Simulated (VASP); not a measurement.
Input of a VASP 6.6.1 run:

INCAR

```
PREC = Accurate
ENCUT = 520
EDIFF = 1E-8
ISMEAR = -1
SIGMA = 0.05
LREAL = False
LASPH = True
NELM = 60
ALGO = Normal
ISIF = 2
LWAVE = False
LCHARG = False
GGA = PS
LEFG = True
NBANDS = 21
```

Contents of KPOINTS:

```
Automatic mesh
0
Gamma
  11 11 11
```

File POSCAR:

```
Sn
1.0
    0.0000000000      3.2670946662      3.2670946662
    3.2670946662      0.0000000000      3.2670946662
    3.2670946662      3.2670946662      0.0000000000
Sn
2
Direct
    0.5000000000      0.5000000000      0.5000000000
    0.7500000000      0.7500000000      0.7500000000
```

Potentials or basis: VASP PAW PBE potentials, release 64 (Sn_d).

Launch:

```bash
$ cat potpaw_PBE.64/Sn_d/POTCAR > POTCAR
$ mpirun -np 1 vasp_std > vasp.out
```

Problem. Estimate the band gap on the k mesh.

Solution. Zero (bands 14 and 15 overlap by 0.17 eV).

Problem. Estimate the pressure.

Solution. 0.1 GPa.

Caveat: the PAW data sets were made with another functional, which shifts forces and pressure a little; spin-orbit coupling is left out, which moves the levels of the heavy elements.
